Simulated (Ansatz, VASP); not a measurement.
**Ir in VASP and in Ansatz**

INCAR

```
SYSTEM = Ir
ALGO = Normal ; EDIFF = 1E-6
ENCUT = 500 ; GGA = PS
GGA_COMPAT = .False. ; ISIF = 2
ISMEAR = 0 ; LASPH = .True.
LCHARG = .True. ; LELF = .True.
LREAL = .False. ; LVHAR = .True.
LWAVE = .False. ; NBANDS = 14
NELM = 120 ; PREC = Accurate
SIGMA = 0.1
```

KPOINTS

```
k-points
0
Gamma
  18 18 18
  0 0 0
```

File POSCAR:

```
Ir
1.0
   -0.1535760000      1.9797482160      1.9797482160
    1.8261722160      0.0000000000      1.8261722160
    1.8261722160      1.8261722160      0.0000000000
Ir
1
Direct
    0.0000000000      0.0000000000      0.0000000000
```

Input for Ansatz:

```yaml
crystal:
  lattice:
    - [-0.153576, 1.979748216, 1.979748216]
    - [1.826172216, 0.0, 1.826172216]
    - [1.826172216, 1.826172216, 0.0]
  atoms:
    - { symbol: Ir, position: [0.0, 0.0, 0.0] }
basis:
  ecutwfc: 420
kpoints:
  mp_grid: { grid: [18, 18, 18] }
hamiltonian:
  xc: pbesol
scf:
  occupations: { method: gaussian, width: 0.1 }
output:
  forces: true
  stress: true
  eigenvalues: true
  populations: true
```

Alike in both runs: task single point; functional PBEsol; k mesh 18 × 18 × 18; occupations gaussian, width 0.1 eV; no spin polarisation.

|  | VASP | Ansatz |
| --- | --- | --- |
| version | VASP 6.6.1 | Ansatz 0.2.0 |
| potentials or method | VASP PAW PBE potentials, release 64 (Ir_sv_GW), cutoff 500 eV | scalar-relativistic, plane waves, PAW |
| valence electrons in the cell | 17 | 17 |

VASP gave:

| Property | Result |
| --- | --- |
| gap on the k mesh at the Fermi level (eV) | none |
| pressure (GPa) | 15.1 |
| traceless stress, the component that is largest in VASP (GPa) | 23.80 |

Task: What did Ansatz give for the same quantities?

Result: gap on the k mesh at the Fermi level (eV): none; pressure (GPa): 18.5; traceless stress, the component that is largest in VASP (GPa): 23.84.

VASP's potentials were made for PBE, not for PBEsol. A gap of «none» marks a metal or a gap that the smearing closes.

Neither program's run includes spin-orbit coupling.
